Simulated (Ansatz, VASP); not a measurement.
GaP in VASP and in Ansatz

```xyz
2
Lattice="0.0000 2.2279 2.2279 2.2279 0.0000 2.2279 2.2279 2.2279 0.0000" Properties=species:S:1:pos:R:3 pbc="T T T"
Ga    0.0000    0.0000    0.0000
P     1.1140    1.1140    1.1140
```

Change from the starting cell: volume scaled by 0.55, LAPW.

Alike in both runs: task single point; functional PBEsol; k mesh 12 × 12 × 12; occupations fermi-dirac, width 0.05 eV; no spin polarisation.

```csv
,VASP,Ansatz
version,VASP 6.6.1,Ansatz 0.2.0
potentials or method,"VASP PAW PBE potentials, release 64 (Ga_d, P), cutoff 520 eV","all-electron LAPW, scalar-relativistic"
```

Ansatz gave:

- pressure (GPa): 178.6

**Question.** Which values does VASP return?

**Answer.** Pressure (GPa): 178.2.

VASP's potentials were made for PBE, not for PBEsol. Both programs put the cell under a high pressure, so it lies far from rest at this level. Ansatz ran all-electron here, and VASP with PAW potentials.

Noted on VASP's run: the cell as given lies far from equilibrium.
